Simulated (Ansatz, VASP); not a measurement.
# N in VASP and in Ansatz

File INCAR:

```
SYSTEM = N
PREC = Accurate
ENCUT = 520
EDIFF = 1E-6
ISMEAR = 0
SIGMA = 0.02
LREAL = .FALSE.
LASPH = .TRUE.
NELM = 100
ALGO = Normal
ISIF = 2
LWAVE = .FALSE.
LCHARG = .FALSE.
GGA = PS
IBRION = 2
NSW = 80
EDIFFG = -0.03
```

KPOINTS

```
Automatic mesh
0
G
  1 1 1
  0 0 0
```

The input POSCAR:

```
N
1.0
    9.0000000000      0.0000000000      0.0000000000
    0.0000000000      9.5000000000      0.0000000000
    0.0000000000      0.0000000000     10.0000000000
N
2
Direct
    0.5000000000      0.5000000000      0.4445000000
    0.5000000000      0.5000000000      0.5555000000
```

Input for Ansatz:

```yaml
crystal:
  lattice:
    - [9.0, 0.0, 0.0]
    - [0.0, 9.5, 0.0]
    - [0.0, 0.0, 10.0]
  atoms:
    - { symbol: "N", position: [0.5, 0.5, 0.4445] }
    - { symbol: "N", position: [0.5, 0.5, 0.5555] }
basis:
  ecutwfc: 530.0
  xc_grid: 2
kpoints:
  mp_grid:
    grid: [1, 1, 1]
hamiltonian:
  xc: pbesol
scf:
  algorithm: direct_min
  occupations:
    method: gaussian
    width: 0.02
relax:
  f_tol: 0.03
output:
  stress: true
```

Alike in both runs: task relaxation of the atoms; functional PBEsol; k mesh 1 × 1 × 1; occupations gaussian, width 0.02 eV; no spin polarisation.

```csv
,VASP,Ansatz
version,VASP 6.6.1,Ansatz 0.2.0
potentials or method,"VASP PAW PBE potentials, release 64 (N), cutoff 520 eV","plane waves, PAW"
valence electrons in the cell,10,10
```

Ansatz gave:

| Item | Value |
| --- | --- |
| gap on the k mesh at the Fermi level, each at its own relaxed structure (eV) | 8.23 |

**Question.** What did VASP give for the same quantities?

**Answer.** gap on the k mesh at the Fermi level, each at its own relaxed structure (eV): 8.05.

VASP's potentials were made for PBE, not for PBEsol. Ansatz's warnings: stress scf threshold loose.

Noted on VASP's run: the standard files for N, O and F lose accuracy on very short bonds.
